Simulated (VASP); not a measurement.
Wanted: the native input for a VASP 6.6.1 run.

```
Task                   : relaxation of cell and atoms
Functional             : PBEsol
Potentials or basis    : VASP PAW PBE potentials, release 64 (Pt)
Cutoff                 : 600 eV
k mesh                 : 19 × 19 × 19
Occupations            : fermi-dirac, width 0.1 eV
Spin                   : no spin polarisation
Target pressure        : 45 GPa
Dipole correction      : no
Further INCAR settings : ALGO = Normal; EDIFF = 1e-06; IBRION = 2; EDIFFG = -0.03; NSW = 80; ISIF = 3
```

The structure of Pt lies in POSCAR:

```
Pt
1.0
   -1.5842200000      1.5842200000      1.5842200000
    1.5842200000     -1.5842200000      1.5842200000
    1.5842200000      1.5842200000     -1.5842200000
Pt
1
Direct
    0.0000000000      0.0000000000      0.0000000000
```

The input as run:

INCAR

```
SYSTEM = Pt
  ALGO = Normal
  EDIFF = 1E-6
  EDIFFG = -0.03
  ENCUT = 600
  GGA = PS
  IBRION = 2
  ISIF = 3
  ISMEAR = -1
  LASPH = .True.
  LCHARG = .False.
  LREAL = .False.
  LWAVE = .False.
  NELM = 80
  NSW = 80
  PREC = Accurate
  PSTRESS = 450.0
  SIGMA = 0.1
```

KPOINTS

```
k-points
0
Gamma
  19 19 19
  0 0 0
```

Potentials or basis: VASP PAW PBE potentials, release 64 (Pt).

The run is started by

```console
$ cat potpaw_PBE.64/Pt/POTCAR > POTCAR
$ mpirun -np 1 vasp_std > vasp.out
```

Results of the run:

* Relaxed volume: 13.52 Å³/atom
* Relaxed cell: a = 2.599 Å, b = 2.599 Å, c = 2.599 Å, α = 109.47°, β = 109.47°, γ = 109.47°
* Space group after relaxing (to 0.05 Å): Im-3m (No. 229)
* Energy change on relaxing (the enthalpy is what falls): +183.2 meV/atom
* Ionic steps: 6
* Pressure after relaxing: 44.7 GPa
* Band gap on the k mesh: zero (band 5 reaches 14.34 eV, above the bottom of band 6 at 11.60 eV)

Caveat: the cell is relaxed towards a set pressure, so the enthalpy falls and the energy may rise; the PAW data sets were made with another functional, which shifts forces and pressure a little; spin-orbit coupling is left out, which moves the levels of the heavy elements.

Wall time 2.2 min on 1 thread of AMD EPYC 9R45 (Zen 5), with other jobs on the host, peak memory 0.16 GiB.
